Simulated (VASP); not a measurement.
# TiSi2 (Fddd) in VASP: a series of runs

The runs below take TiSi2 through single point, with r2SCAN.

Program: VASP 6.6.1. These are calculated values, not measurements. Logs are shortened: lines on timing, memory, paths and dates and some standing lists are left out, and cuts for length are marked.

### 1 The cell of the first run

Symmetry: Fddd, No. 70, orthorhombic system. The conventional cell has a = 4.681 Å, b = 8.067 Å, c = 8.352 Å, α = 90.00°, β = 90.00°, γ = 90.00°. Within 3.3 Å of Ti (site symmetry 222) lie 10 Si at 2.50 to 2.72 Å and 4 Ti at 3.13 Å. Within 3.3 Å of Si (site symmetry 2) lie 9 Si at 2.47 to 3.13 Å and 5 Ti at 2.50 to 2.72 Å.

### 2 Single point, r2SCAN

Contents of POSCAR:

```
TiSi2
1.0
    0.0000000000      4.0334617761      4.1758755024
    2.3407327166      0.0000000000      4.1758755024
    2.3407327166      4.0334617761      0.0000000000
Ti Si
2 4
Direct
    0.7500000000      0.7500000000      0.7500000000
    0.5000000000      0.5000000000      0.5000000000
    0.4125656100      0.0874343900      0.4125656100
    0.0874343900      0.4125656100      0.0874343900
    0.1625656100      0.8374343900      0.1625656100
    0.8374343900      0.1625656100      0.8374343900
```

Contents of INCAR.step1:

```
SYSTEM = TiSi2
ALGO     = Normal         ! electronic algorithm
EDIFF    = 1E-4           ! SCF threshold, eV
ENCUT    = 520            ! plane-wave cutoff, eV
GGA      = PE             ! functional
ISMEAR   = -1             ! smearing method
LASPH    = .True.         ! aspherical terms in the spheres
LCHARG   = .False.        ! write CHGCAR
LREAL    = .False.        ! projectors in reciprocal space
LWAVE    = .True.         ! write WAVECAR
NBANDS   = 29             ! bands
NELM     = 100            ! most SCF steps
PREC     = Accurate       ! precision mode
SIGMA    = 0.05           ! smearing width, eV
```

Contents of INCAR.step2:

```
SYSTEM = TiSi2
ALGO     = Normal         ! electronic algorithm
EDIFF    = 1E-6           ! SCF threshold, eV
ENCUT    = 520            ! plane-wave cutoff, eV
ISIF     = 2              ! what is computed and relaxed
ISMEAR   = -1             ! smearing method
ISTART   = 1            
LASPH    = .True.         ! aspherical terms in the spheres
LCHARG   = .False.        ! write CHGCAR
LMIXTAU  = .True.       
LREAL    = .False.        ! projectors in reciprocal space
LWAVE    = .False.        ! write WAVECAR
METAGGA  = R2SCAN         ! meta-GGA
NBANDS   = 29             ! bands
NELM     = 100            ! most SCF steps
PREC     = Accurate       ! precision mode
SIGMA    = 0.05           ! smearing width, eV
```

Contents of KPOINTS:

```
k-points
0
Gamma
  7 7 7
  0 0 0
```

Potentials or basis: VASP PAW PBE potentials, release 64 (Ti_sv, Si).

Run with:

```sh
> cat potpaw_PBE.64/Ti_sv/POTCAR potpaw_PBE.64/Si/POTCAR > POTCAR
> cp INCAR.step1 INCAR
> mpirun -np 1 vasp_std > vasp.out
> cp INCAR.step2 INCAR
> mpirun -np 1 vasp_std > vasp.out
```

OUTCAR:

```text
SYSTEM = TiSi2
   EDIFF = 1E-6
   ENCUT = 520
   ISIF = 2
   ISMEAR = -1
   ISTART = 1
   LASPH = .True.
   LREAL = .False.
   METAGGA = R2SCAN
   NELM = 100
   PREC = Accurate

 ion  position               nearest neighbor table
   1  0.750  0.750  0.750-   5 2.50   5 2.50   6 2.50   6 2.50   3 2.68   3 2.68   4 2.68   4 2.68
                             3 2.72   4 2.72
   2  0.500  0.500  0.500-   4 2.50   4 2.50   3 2.50   3 2.50   5 2.68   5 2.68   6 2.68   6 2.68
                             5 2.72   6 2.72
   3  0.413  0.087  0.413-   6 2.47   6 2.47   2 2.50   2 2.50   4 2.62   1 2.68   1 2.68   1 2.72
                             4 2.73   4 2.73   5 3.13   5 3.13   5 3.13   5 3.13
   4  0.087  0.413  0.087-   5 2.47   5 2.47   2 2.50   2 2.50   3 2.62   1 2.68   1 2.68   1 2.72
                             3 2.73   3 2.73   6 3.13   6 3.13   6 3.13   6 3.13
   5  0.163  0.837  0.163-   4 2.47   4 2.47   1 2.50   1 2.50   6 2.62   2 2.68   2 2.68   2 2.72
                             6 2.73   6 2.73   3 3.13   3 3.13   3 3.13   3 3.13
   6  0.837  0.163  0.837-   3 2.47   3 2.47   1 2.50   1 2.50   5 2.62   2 2.68   2 2.68   2 2.72
                             5 2.73   5 2.73   4 3.13   4 3.13   4 3.13   4 3.13

  LATTYP: Found a face centered orthorhombic cell.
 ALAT       =     4.6814654332
 B/A-ratio  =     1.7231620456
 C/A-ratio  =     1.7840035613

  Lattice vectors:

 A1 = (   0.0000000000,   4.0334617761,   4.1758755024)
 A2 = (   2.3407327166,   0.0000000000,   4.1758755024)
 A3 = (   2.3407327166,   4.0334617761,   0.0000000000)

Analysis of symmetry for initial positions (statically):
=====================================================================
 Subroutine PRICEL returns:
 Original cell was already a primitive cell.

 Routine SETGRP: Setting up the symmetry group for a
 face centered orthorhombic supercell.

 Subroutine GETGRP returns: Found  8 space group operations
 (whereof  4 operations were pure point group operations)
 out of a pool of  8 trial point group operations.

The static configuration has the point symmetry D_2 .
 The point group associated with its full space group is D_2h.

Analysis of symmetry for dynamics (positions and initial velocities):
=====================================================================
 Subroutine PRICEL returns:
 Original cell was already a primitive cell.

 Routine SETGRP: Setting up the symmetry group for a
 face centered orthorhombic supercell.

 Subroutine GETGRP returns: Found  8 space group operations
 (whereof  4 operations were pure point group operations)
 out of a pool of  8 trial point group operations.

The dynamic configuration has the point symmetry D_2 .
 The point group associated with its full space group is D_2h.

 Subroutine INISYM returns: Found  8 space group operations
 (whereof  4 operations are pure point group operations),
 and found     1 'primitive' translations

----------------------------------------------------------------------------------------

                                     Primitive cell

  volume of cell :      78.8510

  direct lattice vectors                    reciprocal lattice vectors
     0.000000000  4.033461776  4.175875502    -0.213608327  0.123962995  0.119735370
     2.340732717  0.000000000  4.175875502     0.213608327 -0.123962995  0.119735370
     2.340732717  4.033461776  0.000000000     0.213608327  0.123962995 -0.119735370

  length of vectors
     5.805751468  4.787166789  4.663458325     0.274466574  0.274466574  0.274466574

  position of ions in fractional coordinates (direct lattice)
     0.750000000  0.750000000  0.750000000
     0.500000000  0.500000000  0.500000000
     0.412565610  0.087434390  0.412565610
     0.087434390  0.412565610  0.087434390
     0.162565610  0.837434390  0.162565610
     0.837434390  0.162565610  0.837434390

  ion indices of the primitive-cell ions
   primitive index   ion index
                 1           1
                 2           2
                 3           3
                 4           4
[... 48 lines left out ...]
   LEPSILON=     F    determine dielectric tensor
   LRPA    =     F    only Hartree local field effects (RPA)
 non-spin polarized calculation
  energy-cutoff  :      520.00
  volume of cell :       78.85
 maximum number of plane-waves:      2146
 NGX is ok and might be reduce to    48
   NGX = 21   NGY = 17   NGZ = 17

 number of electron      40.0000000 magnetization

 Free energy of the ion-electron system (eV)
  ---------------------------------------------------
  ext. energy  EPLUGINS =         0.00000000
  ---------------------------------------------------
  free energy    TOTEN  =       -63.94708287 eV

  energy without entropy =      -63.92955299  energy(sigma->0) =      -63.93831793

 E-fermi :  10.9887     XC(G=0): -12.8785

 val. band max:       10.9873155337   @ k =  -0.4286   0.1429  -0.0000
 cond. band min:      10.9923798476   @ k =  -0.1429   0.1429   0.1429
 fundamental gap:      0.0050643138
 Fermi energy:        10.9887369090

 k-point     1 :       0.0000    0.0000    0.0000
  band No.  band energies     occupation
      1     -47.4168      2.00000
      2     -47.3761      2.00000
      3     -22.8126      2.00000
      4     -22.7826      2.00000
      5     -22.6912      2.00000
      6     -22.6730      2.00000
[... 21 lines left out ...]
     28      15.3496      0.00000
     29      15.3649      0.00000

 k-point     2 :       0.1429    0.0000   -0.0000
  band No.  band energies     occupation
      1     -47.4152      2.00000
      2     -47.3776      2.00000
      3     -22.8115      2.00000
      4     -22.7821      2.00000
      5     -22.6979      2.00000
      6     -22.6731      2.00000
[... 21 lines left out ...]
     28      15.3203      0.00000
     29      15.5466      0.00000

 k-point     3 :       0.2857   -0.0000   -0.0000
  band No.  band energies     occupation
      1     -47.4111      2.00000
      2     -47.3814      2.00000
      3     -22.8121      2.00000
      4     -22.7776      2.00000
      5     -22.7164      2.00000
      6     -22.6703      2.00000
[... 638 lines left out ...]
      5     -22.6912      2.00000
      6     -22.6810      2.00000
[... 21 lines left out ...]
     28      15.9460      0.00000
     29      16.0439      0.00000

 k-point    24 :       0.2857    0.1429    0.1429
  band No.  band energies     occupation
      1     -47.4129      2.00000
      2     -47.3799      2.00000
      3     -22.8099      2.00000
      4     -22.7686      2.00000
      5     -22.7171      2.00000
      6     -22.6646      2.00000
[... 21 lines left out ...]
     28      15.5611      0.00000
     29      15.7512      0.00000

 [... further k-points ...]

------------------------ aborting loop because EDIFF is reached ----------------------------------------

  FORCE on cell =-STRESS in cart. coord.  units (eV):
  Direction    XX          YY          ZZ          XY          YZ          ZX
  --------------------------------------------------------------------------------------
  -------------------------------------------------------------------------------------
  Total        5.3848733      3.9921548      6.5795313      0.0000000      0.0000000      0.0000000
  in kB      109.4154775     81.1167700    133.6897867      0.0000000      0.0000000      0.0000000
  external PRESSURE =     108.0740114 kB  Pullay stress =       0.0000000 kB

 VOLUME and BASIS-vectors are now :
 -----------------------------------------------------------------------------
  energy-cutoff  :      520.00
  volume of cell :       78.85
      direct lattice vectors                 reciprocal lattice vectors
     0.000000000  4.033461776  4.175875502    -0.213608327  0.123962995  0.119735370
     2.340732717  0.000000000  4.175875502     0.213608327 -0.123962995  0.119735370
     2.340732717  4.033461776  0.000000000     0.213608327  0.123962995 -0.119735370

 POSITION                                       TOTAL-FORCE (eV/Angst)
 -----------------------------------------------------------------------------------
      3.51110      6.05019      6.26381         0.000000      0.000000      0.000000
      2.34073      4.03346      4.17588        -0.000000      0.000000     -0.000000
      1.17037      3.32814      2.08794        -0.000000      0.019550      0.000000
      1.17037      0.70533      2.08794        -0.000000     -0.019550      0.000000
      2.34073      1.31140      4.17588        -0.000000      0.019550     -0.000000
      2.34073      6.75552      4.17588        -0.000000     -0.019550     -0.000000
 -----------------------------------------------------------------------------------
    total drift:                               -0.000000     -0.000000      0.000000

  FREE ENERGIE OF THE ION-ELECTRON SYSTEM (eV)
  ---------------------------------------------------
  free  energy   TOTEN  =       -63.9470828746 eV

  energy  without entropy=      -63.9295529875  energy(sigma->0) =      -63.93831793
```

Wall time 8.7 min (1 thread of Intel Xeon Platinum 8259CL at 2.50GHz (Skylake/Cascade Lake), shared host); peak memory 0.32 GiB.

Results:

```yaml
Free_energy: -63.9471 eV
Pressure: 10.8 GPa
Largest_force: 0.020 eV/Å
Band_gap_on_the_k_mesh: zero (bands 20 and 21 overlap by 2.07 eV)
```

Forces in eV/Å, atoms in the order of the input:
```
Ti   0.000  0.000  0.000
Ti   0.000  0.000  0.000
Si   0.000  0.020  0.000
Si   0.000 -0.020  0.000
Si   0.000  0.020  0.000
Si   0.000 -0.020  0.000
```

Stress tensor (GPa, compression positive):
```
10.94  0.00  0.00
 0.00  8.11  0.00
 0.00  0.00 13.37
```

Levels at points of the mesh, in eV from the Fermi level:
| k point | band 18 | band 19 | band 20 | band 21 | band 22 | band 23 |
| --- | --- | --- | --- | --- | --- | --- |
| (0.00, 0.00, 0.00) | -2.33 | -2.04 | -1.61 | -1.07 | 2.44 | 3.61 |

Caveat: the cell stands under pressure; the PAW data sets were made with another functional, which shifts forces and pressure a little.

### 3 Single point, r2SCAN

This run uses another cell than the first one, of 13.42 Å³/atom.

POSCAR: that of step 2 with these lines changed.

```diff
@@ -2,5 +2,5 @@
 1.0
-    0.0000000000      4.0334617761      4.1758755024
-    2.3407327166      0.0000000000      4.1758755024
-    2.3407327166      4.0334617761      0.0000000000
+    0.0000000000      4.0618673723      4.2052840453
+    2.3572172929      0.0000000000      4.2052840453
+    2.3572172929      4.0618673723      0.0000000000
 Ti Si
```

Contents of INCAR.step1:

```
PREC     = Accurate       # precision mode
ENCUT    = 520            # plane-wave cutoff, eV
ISMEAR   = -1             # smearing method
SIGMA    = 0.05           # smearing width, eV
LREAL    = False          # projectors in reciprocal space
LASPH    = True           # aspherical terms in the spheres
NELM     = 80             # most SCF steps
NBANDS   = 29             # bands
GGA      = PE             # functional
ALGO     = Normal         # electronic algorithm
EDIFF    = 1E-4           # SCF threshold, eV
LWAVE    = True           # write WAVECAR
LCHARG   = False          # write CHGCAR
```

Contents of INCAR.step2:

```
PREC     = Accurate       # precision mode
ENCUT    = 520            # plane-wave cutoff, eV
EDIFF    = 1E-7           # SCF threshold, eV
ISMEAR   = -1             # smearing method
SIGMA    = 0.05           # smearing width, eV
LREAL    = False          # projectors in reciprocal space
LASPH    = True           # aspherical terms in the spheres
NELM     = 80             # most SCF steps
ALGO     = Normal         # electronic algorithm
ISIF     = 2              # what is computed and relaxed
LWAVE    = False          # write WAVECAR
LCHARG   = False          # write CHGCAR
METAGGA  = R2SCAN         # meta-GGA
LMIXTAU  = True         
NBANDS   = 29             # bands
ISTART   = 1
```

Contents of KPOINTS:

```
Automatic mesh
0
Gamma
  7 7 7
```

Potentials or basis: VASP PAW PBE potentials, release 64 (Ti_sv, Si).

Run with:

```sh
> cat potpaw_PBE.64/Ti_sv/POTCAR potpaw_PBE.64/Si/POTCAR > POTCAR
> cp INCAR.step1 INCAR
> mpirun -np 1 vasp_std > vasp.out
> cp INCAR.step2 INCAR
> mpirun -np 1 vasp_std > vasp.out
```

Wall time 11 min (1 thread of Intel Xeon Platinum 8259CL at 2.50GHz (Skylake/Cascade Lake), shared host); peak memory 0.33 GiB.

Results (log left out):

| Item | Value |
| --- | --- |
| Free energy | -64.0395 eV |
| Pressure | 6.8 GPa |
| Largest force | 0.004 eV/Å |
| Band gap on the k mesh | zero (bands 20 and 21 overlap by 2.02 eV) |

Forces in eV/Å, atoms in the order of the input:
```
Ti   0.000  0.000  0.000
Ti   0.000  0.000  0.000
Si   0.000  0.004  0.000
Si   0.000 -0.004  0.000
Si   0.000  0.004  0.000
Si   0.000 -0.004  0.000
```

Stress tensor (GPa, compression positive):
```
7.02 0.00 0.00
0.00 4.83 0.00
0.00 0.00 8.64
```

Levels at points of the mesh, in eV from the Fermi level:
```csv
k point,band 18,band 19,band 20,band 21,band 22,band 23
"(0.00, 0.00, 0.00)",-2.33,-2.03,-1.59,-1.04,2.38,3.53
```

Caveat: the cell stands under pressure; the PAW data sets were made with another functional, which shifts forces and pressure a little.

### 4 Single point, r2SCAN

This run uses another cell than the first one, of 13.70 Å³/atom.

POSCAR: that of step 3 with these lines changed.

```diff
@@ -2,5 +2,5 @@
 1.0
-    0.0000000000      4.0618673723      4.2052840453
-    2.3572172929      0.0000000000      4.2052840453
-    2.3572172929      4.0618673723      0.0000000000
+    0.0000000000      4.0898811360      4.2342869207
+    2.3734744776      0.0000000000      4.2342869207
+    2.3734744776      4.0898811360      0.0000000000
 Ti Si
```

Contents of INCAR.step1:

```
ALGO = Normal ; EDIFF = 1E-4
ENCUT = 520 ; GGA = PE
ISMEAR = -1 ; LASPH = True
LCHARG = False ; LREAL = False
LWAVE = True ; NBANDS = 29
NELM = 80 ; PREC = Accurate
SIGMA = 0.05
```

Contents of INCAR.step2:

```
ALGO = Normal ; EDIFF = 1E-7
ENCUT = 520 ; ISIF = 2
ISMEAR = -1 ; ISTART = 1
LASPH = True ; LCHARG = True
LELF = True ; LMIXTAU = True
LREAL = False ; LVHAR = True
LWAVE = False ; METAGGA = R2SCAN
NBANDS = 29 ; NELM = 80
PREC = Accurate ; SIGMA = 0.05
```

Contents of KPOINTS:

```
k-points
0
Gamma
  7 7 7
```

Run with:

```sh
> cat potpaw_PBE.64/Ti_sv/POTCAR potpaw_PBE.64/Si/POTCAR > POTCAR
> cp INCAR.step1 INCAR
> mpirun -np 1 vasp_std > vasp.out
> cp INCAR.step2 INCAR
> mpirun -np 1 vasp_std > vasp.out
```

Run time: 13 min. Hardware: 1 thread of Intel Xeon Platinum 8259CL at 2.50GHz (Skylake/Cascade Lake), shared host; peak memory 0.34 GiB.

Results (log left out):

```
Free energy            : -64.0927 eV
Pressure               : 3.3 GPa
Largest force          : 0.011 eV/Å
Band gap on the k mesh : zero (bands 20 and 21 overlap by 1.99 eV)
```

Forces in eV/Å, atoms in the order of the input:
```
Ti   0.000  0.000  0.000
Ti   0.000  0.000  0.000
Si   0.000 -0.011  0.000
Si   0.000  0.011  0.000
Si   0.000 -0.011  0.000
Si   0.000  0.011  0.000
```

Stress tensor (GPa, compression positive):
```
3.53 0.00 0.00
0.00 1.91 0.00
0.00 0.00 4.40
```

Levels at points of the mesh, in eV from the Fermi level:
```
           k point  band 18  band 19  band 20  band 21  band 22  band 23
(0.00, 0.00, 0.00)    -2.33    -2.03    -1.58    -1.02     2.32     3.45
```

Caveat: the cell stands under pressure; the PAW data sets were made with another functional, which shifts forces and pressure a little.

### 5 Single point, r2SCAN

This run uses another cell than the first one, of 13.98 Å³/atom.

POSCAR: that of step 4 with these lines changed.

```diff
@@ -2,5 +2,5 @@
 1.0
-    0.0000000000      4.0898811360      4.2342869207
-    2.3734744776      0.0000000000      4.2342869207
-    2.3734744776      4.0898811360      0.0000000000
+    0.0000000000      4.1175163063      4.2628978354
+    2.3895119538      0.0000000000      4.2628978354
+    2.3895119538      4.1175163063      0.0000000000
 Ti Si
```

Contents of INCAR.step1:

```
PREC = Accurate
ENCUT = 520
ISMEAR = -1
SIGMA = 0.05
LREAL = False
LASPH = True
NELM = 80
NBANDS = 29
GGA = PE
ALGO = Normal
EDIFF = 1E-4
LWAVE = True
LCHARG = False
```

Contents of INCAR.step2:

```
PREC = Accurate
ENCUT = 520
EDIFF = 1E-6
ISMEAR = -1
SIGMA = 0.05
LREAL = False
LASPH = True
NELM = 80
ALGO = Normal
ISIF = 2
LWAVE = False
LCHARG = False
METAGGA = R2SCAN
LMIXTAU = True
NBANDS = 29
ISTART = 1
```

Contents of KPOINTS:

```
regular mesh
0
Gamma
  7 7 7
```

Run with:

```sh
> cat potpaw_PBE.64/Ti_sv/POTCAR potpaw_PBE.64/Si/POTCAR > POTCAR
> cp INCAR.step1 INCAR
> mpirun -np 1 vasp_std > vasp.out
> cp INCAR.step2 INCAR
> mpirun -np 1 vasp_std > vasp.out
```

It took 8.6 min on 1 thread of Intel Xeon Platinum 8259CL at 2.50GHz (Skylake/Cascade Lake), shared host; peak memory 0.34 GiB.

It converged, with:

* Free energy: -64.1105 eV
* Pressure: 0.1 GPa
* Largest force: 0.024 eV/Å
* Band gap on the k mesh: zero (bands 20 and 21 overlap by 1.95 eV)

Forces in eV/Å, atoms in the order of the input:
```
Ti   0.000  0.000  0.000
Ti   0.000  0.000  0.000
Si   0.000 -0.024  0.000
Si   0.000  0.024  0.000
Si   0.000 -0.024  0.000
Si   0.000  0.024  0.000
```

Stress tensor (GPa, compression positive):
```
 0.40  0.00  0.00
 0.00 -0.71  0.00
 0.00  0.00  0.58
```

Levels at points of the mesh, in eV from the Fermi level:
| k point | band 18 | band 19 | band 20 | band 21 | band 22 | band 23 |
| --- | --- | --- | --- | --- | --- | --- |
| (0.00, 0.00, 0.00) | -2.32 | -2.02 | -1.57 | -0.99 | 2.26 | 3.37 |

Caveat: the PAW data sets were made with another functional, which shifts forces and pressure a little.

### 6 Overview

```tsv
cell	gap on the mesh (eV)	pressure (GPa)	largest force (eV/Å)
a = 5.806, b = 4.787, c = 4.663 Å, angles 75.8, 53.1, 51.1°, 6 atoms	none	10.8	0.02
a = 5.847, b = 4.821, c = 4.696 Å, angles 75.8, 53.1, 51.1°, 6 atoms	none	6.8	-
a = 5.887, b = 4.854, c = 4.729 Å, angles 75.8, 53.1, 51.1°, 6 atoms	none	3.3	0.01
a = 5.927, b = 4.887, c = 4.761 Å, angles 75.8, 53.1, 51.1°, 6 atoms	none	0.1	0.02
```

Alike in all rows: task single point; level r2SCAN; potentials or basis VASP PAW PBE potentials, release 64 (Ti_sv, Si); no spin polarisation; k mesh 7 × 7 × 7; cutoff (eV) 520; smearing fermi-dirac 0.05 eV.

Caveats: the PAW data sets were made with another functional, which shifts forces and pressure a little; the cell stands under pressure (at least some runs).

Total energies depend on the potentials used, so only differences within one code and one set of settings carry meaning.
